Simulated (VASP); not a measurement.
# Al3GaN4 (P-43m) in VASP: a series of runs

Al3GaN4 is run at these levels: PBEsol; tasks: single point.

All numbers are computed with VASP 6.6.1; they aren't measurements. Logs are shortened: lines on timing, memory, paths and dates and some standing lists are left out, and cuts for length are marked.

### 1 The cell of the first run

The structure is cubic, space group P-43m (No. 215). The conventional cell has a = 4.401 Å, b = 4.401 Å, c = 4.401 Å, α = 90.00°, β = 90.00°, γ = 90.00°. Al (site symmetry -42m) has 4 N at 1.89 Å within 2.5 Å. Within 2.6 Å of Ga (site symmetry -43m) lie 4 N at 1.95 Å. Within 2.5 Å of N (site symmetry 3m) lie 3 Al at 1.89 Å and 1 Ga at 1.95 Å.

### 2 Single point, PBEsol

INCAR

```
SYSTEM = Al3GaN4
PREC = Accurate ; ENCUT = 520
EDIFF = 1E-7 ; ISMEAR = 0
SIGMA = 0.1 ; LREAL = .FALSE.
LASPH = .TRUE. ; NELM = 60
ALGO = Normal ; ISIF = 2
LWAVE = .FALSE. ; LCHARG = .FALSE.
GGA = PS ; NBANDS = 31
```

KPOINTS

```
Automatic mesh
0
G
  4 4 4
  0 0 0
```

POSCAR

```
Al3GaN4
1.0
    4.4014385300      0.0000000000      0.0000000000
    0.0000000000      4.4014385300      0.0000000000
    0.0000000000      0.0000000000      4.4014385300
Al Ga N
3 1 4
Direct
    0.5000000000      0.5000000000      0.0000000000
    0.5000000000      0.0000000000      0.5000000000
    0.0000000000      0.5000000000      0.5000000000
    0.0000000000      0.0000000000      0.0000000000
    0.7441634300      0.7441634300      0.2558365700
    0.7441634300      0.2558365700      0.7441634300
    0.2558365700      0.7441634300      0.7441634300
    0.2558365700      0.2558365700      0.2558365700
```

Potentials or basis: VASP PAW PBE potentials, release 64 (Al, Ga_d, N).

On the command line:

```bash
$ cat potpaw_PBE.64/Al/POTCAR potpaw_PBE.64/Ga_d/POTCAR potpaw_PBE.64/N/POTCAR > POTCAR
$ mpirun -np 1 vasp_std > vasp.out
```

OUTCAR:

```text
SYSTEM = Al3GaN4
   PREC = Accurate
   ENCUT = 520
   EDIFF = 1E-7
   ISMEAR = 0
   LREAL = .FALSE.
   LASPH = .TRUE.
   NELM = 60
   ISIF = 2
   GGA = PS

 ion  position               nearest neighbor table
   1  0.500  0.500  0.000-   5 1.89   6 1.89   7 1.89   8 1.89   3 3.11   4 3.11   2 3.11   2 3.11
                             3 3.11   2 3.11   4 3.11   2 3.11   3 3.11   4 3.11   3 3.11   4 3.11
   2  0.500  0.000  0.500-   5 1.89   6 1.89   7 1.89   8 1.89   3 3.11   4 3.11   1 3.11   1 3.11
                             4 3.11   1 3.11   3 3.11   1 3.11   3 3.11   4 3.11   4 3.11   3 3.11
   3  0.000  0.500  0.500-   5 1.89   6 1.89   7 1.89   8 1.89   2 3.11   4 3.11   1 3.11   1 3.11
                             4 3.11   2 3.11   4 3.11   4 3.11   1 3.11   2 3.11   1 3.11   2 3.11
   4  0.000  0.000  0.000-   5 1.95   6 1.95   7 1.95   8 1.95   2 3.11   3 3.11   1 3.11   2 3.11
                             3 3.11   1 3.11   3 3.11   3 3.11   1 3.11   2 3.11   2 3.11   1 3.11
   5  0.744  0.744  0.256-   1 1.89   2 1.89   3 1.89   4 1.95
   6  0.744  0.256  0.744-   1 1.89   2 1.89   3 1.89   4 1.95
   7  0.256  0.744  0.744-   1 1.89   2 1.89   3 1.89   4 1.95
   8  0.256  0.256  0.256-   1 1.89   2 1.89   3 1.89   4 1.95

  LATTYP: Found a simple cubic cell.
 ALAT       =     4.4014385300

  Lattice vectors:

 A1 = (   4.4014385300,   0.0000000000,   0.0000000000)
 A2 = (   0.0000000000,   4.4014385300,   0.0000000000)
 A3 = (   0.0000000000,   0.0000000000,   4.4014385300)

Analysis of symmetry for initial positions (statically):
=====================================================================
 Subroutine PRICEL returns:
 Original cell was already a primitive cell.

 Routine SETGRP: Setting up the symmetry group for a
 simple cubic supercell.

 Subroutine GETGRP returns: Found 24 space group operations
 (whereof 24 operations were pure point group operations)
 out of a pool of 48 trial point group operations.

The static configuration has the point symmetry T_d .

Analysis of symmetry for dynamics (positions and initial velocities):
=====================================================================
 Subroutine PRICEL returns:
 Original cell was already a primitive cell.

 Routine SETGRP: Setting up the symmetry group for a
 simple cubic supercell.

 Subroutine GETGRP returns: Found 24 space group operations
 (whereof 24 operations were pure point group operations)
 out of a pool of 48 trial point group operations.

The dynamic configuration has the point symmetry T_d .

 Subroutine INISYM returns: Found 24 space group operations
 (whereof 24 operations are pure point group operations),
 and found     1 'primitive' translations

----------------------------------------------------------------------------------------

                                     Primitive cell

  volume of cell :      85.2676

  direct lattice vectors                    reciprocal lattice vectors
     4.401438530  0.000000000  0.000000000     0.227198447  0.000000000  0.000000000
     0.000000000  4.401438530  0.000000000     0.000000000  0.227198447  0.000000000
     0.000000000  0.000000000  4.401438530     0.000000000  0.000000000  0.227198447

  length of vectors
     4.401438530  4.401438530  4.401438530     0.227198447  0.227198447  0.227198447

  position of ions in fractional coordinates (direct lattice)
     0.500000000  0.500000000  0.000000000
     0.500000000  0.000000000  0.500000000
     0.000000000  0.500000000  0.500000000
     0.000000000  0.000000000  0.000000000
     0.744163430  0.744163430  0.255836570
     0.744163430  0.255836570  0.744163430
     0.255836570  0.744163430  0.744163430
     0.255836570  0.255836570  0.255836570

  ion indices of the primitive-cell ions
   primitive index   ion index
                 1           1
                 2           2
                 3           3
                 4           4
                 5           5
                 6           6
                 7           7
                 8           8

----------------------------------------------------------------------------------------

 KPOINTS: Automatic mesh

Automatic generation of k-mesh.
 Grid dimensions read from file:
 generate k-points for:    4    4    4

 Generating k-lattice:

  Cartesian coordinates                     Fractional coordinates (reciprocal lattice)
     0.056799612  0.000000000  0.000000000     0.250000000  0.000000000  0.000000000
     0.000000000  0.056799612  0.000000000     0.000000000  0.250000000  0.000000000
     0.000000000  0.000000000  0.056799612     0.000000000  0.000000000  0.250000000

  Length of vectors
     0.056799612  0.056799612  0.056799612

  Shift w.r.t. Gamma in fractional coordinates (k-lattice)
     0.000000000  0.000000000  0.000000000

 Subroutine IBZKPT returns following result:
 ===========================================

 Found     10 irreducible k-points:

 Following reciprocal coordinates:
            Coordinates               Weight
  0.000000  0.000000  0.000000      1.000000
  0.250000  0.000000  0.000000      6.000000
  0.500000  0.000000  0.000000      3.000000
  0.250000  0.250000  0.000000     12.000000
  0.500000  0.250000  0.000000     12.000000
  0.500000  0.500000  0.000000      3.000000
  0.250000  0.250000  0.250000      8.000000
  0.500000  0.250000  0.250000     12.000000
  0.500000  0.500000  0.250000      6.000000
  0.500000  0.500000  0.500000      1.000000
   k-points           NKPTS =     10   k-points in BZ     NKDIM =     10   number of bands    NBANDS=     31
   number of dos      NEDOS =    301   number of ions     NIONS =      8
   total plane-waves  NPLWV =  46656
   dimension x,y,z NGX =    36 NGY =   36 NGZ =   36
   dimension x,y,z NGXF=    72 NGYF=   72 NGZF=   72
   ions per type =               3   1   4
   NGX,Y,Z   is equivalent  to a cutoff of  13.60, 13.60, 13.60 a.u.
   NGXF,Y,Z  is equivalent  to a cutoff of  27.19, 27.19, 27.19 a.u.
 SYSTEM =  Al3GaN4
   PREC   = accura    normal or accurate (medium, high low for compatibility)
   ISTART =      0    job   : 0-new  1-cont  2-samecut
   ICHARG =      2    charge: 1-file 2-atom 10-const
   ISPIN  =      1    spin polarized calculation?
   LNONCOLLINEAR =      F non collinear calculations
   LSORBIT =      F    spin-orbit coupling
   LASPH  =      T    aspherical Exc in radial PAW
   ENCUT  =  520.0 eV  38.22 Ry    6.18 a.u.   8.18  8.18  8.18*2*pi/ulx,y,z
   NELM   =     60;   NELMIN=  2; NELMDL= -5     # of ELM steps
   EDIFF  = 0.1E-06   stopping-criterion for ELM
   LREAL  =      F    real-space projection
   EDIFFG = 0.1E-05   stopping-criterion for IOM
   NSW    =      0    number of steps for IOM
   IBRION =     -1    ionic relax: 0-MD 1-quasi-New 2-CG
   NFREE  =      0    steps in history (QN), initial steepest desc. (CG)
   ISIF   =      2    stress and relaxation
   ISYM   =      2    0-nonsym 1-usesym 2-fastsym
   POTIM  = 0.5000    time-step for ionic-motion
   TEBEG  =    0.0;   TEEND  =   0.0 temperature during run
   PSTRESS=    0.0 pullay stress
   NELECT =      42.0000    total number of electrons
   NUPDOWN=      -1.0000    fix difference up-down
   EMIN   =  10.00;   EMAX   =-10.00  energy-range for DOS
   EFERMI =   0.00;   METHOD = LEGACY
   ISMEAR =     0;   SIGMA  =   0.10  broadening in eV -4-tet -1-fermi 0-gaus
   EFERMI_NEDOS =   21; number of points for ismear=-14 and -15
   IALGO  =     38    algorithm
   IMIX   =      4    mixing-type and parameters
     AMIX     =   0.40;   BMIX     =  1.00
     AMIX_MAG =   1.60;   BMIX_MAG =  1.00
  volume/ion in A,a.u.               =      10.66        71.93
  Fermi-wavevector in a.u.,A,eV,Ry     =   1.292895  2.443217 22.743196  1.671578
  Thomas-Fermi vector in A             =   2.424575
   LORBIT       =      0    0 simple, 1 ext, 2 COOP (PROOUT), +10 PAW based schemes
   GGA     = PS    functional components
   LHFCALC =     F    Hartree Fock is set to
   AEXX    =    0.0000 exact exchange contribution
   IVDW    =     0    specifies the selected vdW correction
   LEPSILON=     F    determine dielectric tensor
   LRPA    =     F    only Hartree local field effects (RPA)
 non-spin polarized calculation
 Gauss-broadening in eV      SIGMA  =   0.10
  energy-cutoff  :      520.00
  volume of cell :       85.27
 maximum number of plane-waves:      2320
 NGX is ok and might be reduce to    36
   NGX = 17   NGY = 17   NGZ = 17

 number of electron      41.9999993 magnetization

 Free energy of the ion-electron system (eV)
  ---------------------------------------------------
  ext. energy  EPLUGINS =         0.00000000
  ---------------------------------------------------
  free energy    TOTEN  =       -59.94816964 eV

  energy without entropy =      -59.94816964  energy(sigma->0) =      -59.94816964

 E-fermi :   6.0912     XC(G=0): -11.3457

 val. band max:        5.6481528913   @ k =   0.0000   0.0000   0.0000
 cond. band min:       8.9759427785   @ k =   0.0000   0.0000   0.0000
 fundamental gap:      3.3277898872
 Fermi energy:         6.0912006334

 k-point     1 :       0.0000    0.0000    0.0000
  band No.  band energies     occupation
      1      -9.5245      2.00000
      2      -7.7492      2.00000
      3      -7.7491      2.00000
      4      -7.7491      2.00000
      5      -6.9661      2.00000
      6      -6.9661      2.00000
[... 23 lines left out ...]
     30      17.5150      0.00000
     31      17.5150      0.00000

 k-point     2 :       0.2500    0.0000    0.0000
  band No.  band energies     occupation
      1      -9.2408      2.00000
      2      -7.8956      2.00000
      3      -7.7635      2.00000
      4      -7.7635      2.00000
      5      -6.9632      2.00000
      6      -6.9555      2.00000
[... 264 lines left out ...]
 k-point    10 :       0.5000    0.5000    0.5000
  band No.  band energies     occupation
      1      -8.1043      2.00000
      2      -8.1043      2.00000
      3      -8.1043      2.00000
      4      -7.5599      2.00000
      5      -6.9276      2.00000
      6      -6.9276      2.00000
[... 23 lines left out ...]
     30      16.3279      0.00000
     31      16.3498      0.00000

------------------------ aborting loop because EDIFF is reached ----------------------------------------

  FORCE on cell =-STRESS in cart. coord.  units (eV):
  Direction    XX          YY          ZZ          XY          YZ          ZX
  --------------------------------------------------------------------------------------
  -------------------------------------------------------------------------------------
  Total        0.3793222      0.3793222      0.3793222     -0.0000000      0.0000000      0.0000000
  in kB        7.1274624      7.1274624      7.1274624     -0.0000000      0.0000000      0.0000000
  external PRESSURE =       7.1274624 kB  Pullay stress =       0.0000000 kB

 VOLUME and BASIS-vectors are now :
 -----------------------------------------------------------------------------
  energy-cutoff  :      520.00
  volume of cell :       85.27
      direct lattice vectors                 reciprocal lattice vectors
     4.401438530  0.000000000  0.000000000     0.227198447  0.000000000  0.000000000
     0.000000000  4.401438530  0.000000000     0.000000000  0.227198447  0.000000000
     0.000000000  0.000000000  4.401438530     0.000000000  0.000000000  0.227198447

 POSITION                                       TOTAL-FORCE (eV/Angst)
 -----------------------------------------------------------------------------------
      2.20072      2.20072      0.00000         0.000000     -0.000000      0.000000
      2.20072      0.00000      2.20072         0.000000     -0.000000      0.000000
      0.00000      2.20072      2.20072         0.000000     -0.000000      0.000000
      0.00000      0.00000      0.00000         0.000000     -0.000000      0.000000
      3.27539      3.27539      1.12605         0.062323      0.062323     -0.062323
      3.27539      1.12605      3.27539         0.062323     -0.062323      0.062323
      1.12605      3.27539      3.27539        -0.062323      0.062323      0.062323
      1.12605      1.12605      1.12605        -0.062323     -0.062323     -0.062323
 -----------------------------------------------------------------------------------
    total drift:                                0.000000      0.000000      0.000000

  FREE ENERGIE OF THE ION-ELECTRON SYSTEM (eV)
  ---------------------------------------------------
  free  energy   TOTEN  =       -59.9481696376 eV

  energy  without entropy=      -59.9481696376  energy(sigma->0) =      -59.94816964
```

Run time: 24 s. Hardware: 1 thread of AMD EPYC 7R13 (Zen 3), shared host; peak memory 0.18 GiB.

Results:

```
Free energy            : -59.9482 eV
Pressure               : 0.7 GPa
Largest force          : 0.108 eV/Å
Band gap on the k mesh : 3.33 eV, direct
```

Forces on the atoms (eV/Å):
```
Al   0.000  0.000  0.000
Al   0.000  0.000  0.000
Al   0.000  0.000  0.000
Ga   0.000  0.000  0.000
N    0.062  0.062 -0.062
N    0.062 -0.062  0.062
N   -0.062  0.062  0.062
N   -0.062 -0.062 -0.062
```

Caveat: the PAW data sets were made with another functional, which shifts forces and pressure a little. PBEsol gaps usually lie below the measured ones, often by a third to a half.

### 3 Single point, PBEsol

This run uses another cell than the first one, of 10.70 Å³/atom, 1.004 times its volume.

INCAR

```
PREC = Accurate
ENCUT = 520
EDIFF = 1E-6
ISMEAR = 0
SIGMA = 0.02
LREAL = False
LASPH = True
NELM = 60
ALGO = Normal
ISIF = 2
LWAVE = False
LCHARG = False
GGA = PS
NBANDS = 31
```

KPOINTS

```
regular mesh
0
Gamma
  6 6 6
```

POSCAR

```
Al3GaN4
1.0
    4.4069948406      0.0000000000      0.0000000000
    0.0000000000      4.4069948406      0.0000000000
    0.0000000000      0.0000000000      4.4069948406
Al Ga N
3 1 4
Direct
    0.5000000000      0.5000000000      0.0000000000
    0.5000000000      0.0000000000      0.5000000000
    0.0000000000      0.5000000000      0.5000000000
    0.0000000000      0.0000000000      0.0000000000
    0.7447077166      0.7447077166      0.2552922834
    0.7447077166      0.2552922834      0.7447077166
    0.2552922834      0.7447077166      0.7447077166
    0.2552922834      0.2552922834      0.2552922834
```

Potentials or basis: VASP PAW PBE potentials, release 64 (Al, Ga_d, N).

On the command line:

```bash
$ cat potpaw_PBE.64/Al/POTCAR potpaw_PBE.64/Ga_d/POTCAR potpaw_PBE.64/N/POTCAR > POTCAR
$ mpirun -np 1 vasp_std > vasp.out
```

It took 39 s on 1 thread of AMD EPYC 7R13 (Zen 3), shared host; peak memory 0.19 GiB.

Results (log left out):

```yaml
Free_energy: -59.9511 eV
Pressure: -0.1 GPa
Largest_force: 0.008 eV/Å
Band_gap_on_the_k_mesh: 3.32 eV, direct
```

Forces in eV/Å, atoms in the order of the input:
```
Al   0.000  0.000  0.000
Al   0.000  0.000  0.000
Al   0.000  0.000  0.000
Ga   0.000  0.000  0.000
N    0.005  0.005 -0.005
N    0.005 -0.005  0.005
N   -0.005  0.005  0.005
N   -0.005 -0.005 -0.005
```

Levels at points of the mesh, in eV from the valence-band top:
```
           k point  band 18  band 19  band 20  band 21  band 22  band 23  band 24  band 25
(0.00, 0.00, 0.00)    -1.98     0.00     0.00     0.00     3.32     3.32     3.32     3.44
(0.50, 0.00, 0.00)    -1.21    -1.21    -0.94    -0.94     5.52     5.58     6.05     6.05
(0.50, 0.50, 0.00)    -0.83    -0.55    -0.54    -0.54     7.29     7.47     7.47     7.73
(0.50, 0.50, 0.50)    -0.59    -0.38    -0.38    -0.38     5.46     6.92     6.92     6.92
```

Caveat: the PAW data sets were made with another functional, which shifts forces and pressure a little. A k mesh can miss the band edges.

### 4 Single point, PBEsol

This run uses another cell than the first one, of 10.70 Å³/atom, 1.004 times its volume.

INCAR

```
  PREC = Accurate
  ENCUT = 520
  EDIFF = 1E-7
  ISMEAR = 0
  SIGMA = 0.01
  LREAL = False
  LASPH = True
  NELM = 80
  ALGO = Normal
  ISIF = 2
  LWAVE = False
  LCHARG = False
  GGA = PS
  NBANDS = 31
```

KPOINTS

```
Automatic mesh
0
Gamma
  6 6 6
```

POSCAR

```
Al3GaN4
1.0
    4.4071832165      0.0000000000      0.0000000000
    0.0000000000      4.4071832165      0.0000000000
    0.0000000000      0.0000000000      4.4071832165
Al Ga N
3 1 4
Direct
    0.5000000000      0.5000000000      0.0000000000
    0.5000000000      0.0000000000      0.5000000000
    0.0000000000      0.5000000000      0.5000000000
    0.0000000000      0.0000000000      0.0000000000
    0.7447085554      0.7447085554      0.2552914446
    0.7447085554      0.2552914446      0.7447085554
    0.2552914446      0.7447085554      0.7447085554
    0.2552914446      0.2552914446      0.2552914446
```

On the command line:

```bash
$ cat potpaw_PBE.64/Al/POTCAR potpaw_PBE.64/Ga_d/POTCAR potpaw_PBE.64/N/POTCAR > POTCAR
$ mpirun -np 1 vasp_std > vasp.out
```

Wall time 50 s (1 thread of AMD EPYC 7R13 (Zen 3), shared host); peak memory 0.19 GiB.

The run converged. Its results:

```yaml
Free_energy: -59.9511 eV
Pressure: -0.1 GPa
Largest_force: 0.008 eV/Å
Band_gap_on_the_k_mesh: 3.32 eV, direct
```

Forces in eV/Å, atoms in the order of the input:
```
Al   0.000  0.000  0.000
Al   0.000  0.000  0.000
Al   0.000  0.000  0.000
Ga   0.000  0.000  0.000
N    0.005  0.005 -0.005
N    0.005 -0.005  0.005
N   -0.005  0.005  0.005
N   -0.005 -0.005 -0.005
```

Levels at points of the mesh, in eV from the valence-band top:
| k point | band 19 | band 20 | band 21 | band 22 | band 23 | band 24 |
| --- | --- | --- | --- | --- | --- | --- |
| (0.00, 0.00, 0.00) | 0.00 | 0.00 | 0.00 | 3.32 | 3.32 | 3.32 |
| (0.50, 0.00, 0.00) | -1.21 | -0.94 | -0.94 | 5.52 | 5.58 | 6.05 |
| (0.50, 0.50, 0.00) | -0.55 | -0.54 | -0.54 | 7.29 | 7.47 | 7.47 |
| (0.50, 0.50, 0.50) | -0.38 | -0.38 | -0.38 | 5.46 | 6.91 | 6.91 |

Caveat: the PAW data sets were made with another functional, which shifts forces and pressure a little. A k mesh can miss the band edges.

### 5 Summary

| cell | k mesh | smearing | gap on the mesh (eV) | pressure (GPa) | largest force (eV/Å) |
| --- | --- | --- | --- | --- | --- |
| a = 4.401 Å, 8 atoms | 4 × 4 × 4 | gaussian 0.1 eV | 3.33 | 0.7 | 0.11 |
| a = 4.407 Å, 8 atoms | 6 × 6 × 6 | gaussian 0.02 eV | 3.32 | -0.1 | 0.01 |
| a = 4.407 Å, 8 atoms | 6 × 6 × 6 | gaussian 0.01 eV | 3.32 | -0.1 | 0.01 |

Alike in all rows: task single point; level PBEsol; potentials or basis VASP PAW PBE potentials, release 64 (Al, Ga_d, N); no spin polarisation; cutoff (eV) 520.

Caveats: the PAW data sets were made with another functional, which shifts forces and pressure a little.

Total energies depend on the potentials used, so only differences within one code and one set of settings carry meaning.
